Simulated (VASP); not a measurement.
A run of VASP 6.6.1:

File INCAR:

```
PREC = Accurate
ENCUT = 520
EDIFF = 1E-6
ISMEAR = 0
SIGMA = 0.05
LREAL = F
LASPH = T
NELM = 100
ALGO = Normal
ISIF = 2
LWAVE = F
LCHARG = T
GGA = PE
LELF = T
LVHAR = T
NBANDS = 15
```

KPOINTS

```
Automatic mesh
0
Gamma
  6 6 6
```

POSCAR

```
KI
1.0
    4.2911966600      0.0000000000      0.0000000000
    0.0000000000      4.2911966600      0.0000000000
    0.0000000000      0.0000000000      4.4199325598
K I
1 1
Direct
    0.0000000000      0.0000000000      0.0000000000
    0.5000000000      0.5000000000      0.5000000000
```

Potentials or basis: VASP PAW PBE potentials, release 64 (K_sv, I).

Launch:

```sh
$ cat potpaw_PBE.64/K_sv/POTCAR potpaw_PBE.64/I/POTCAR > POTCAR
$ mpirun -np 1 vasp_std > vasp.out
```

Hardware: 1 thread of Intel(R) Xeon(R) Platinum 8375C CPU @ 2.90GHz (Ice Lake), with other jobs on the host.

Estimate the wall time of this run.

It took 28 s on 1 thread of Intel(R) Xeon(R) Platinum 8375C CPU @ 2.90GHz (Ice Lake) (shared host), peak memory 0.2 GiB. Counts: scf iterations 12, k points 40.
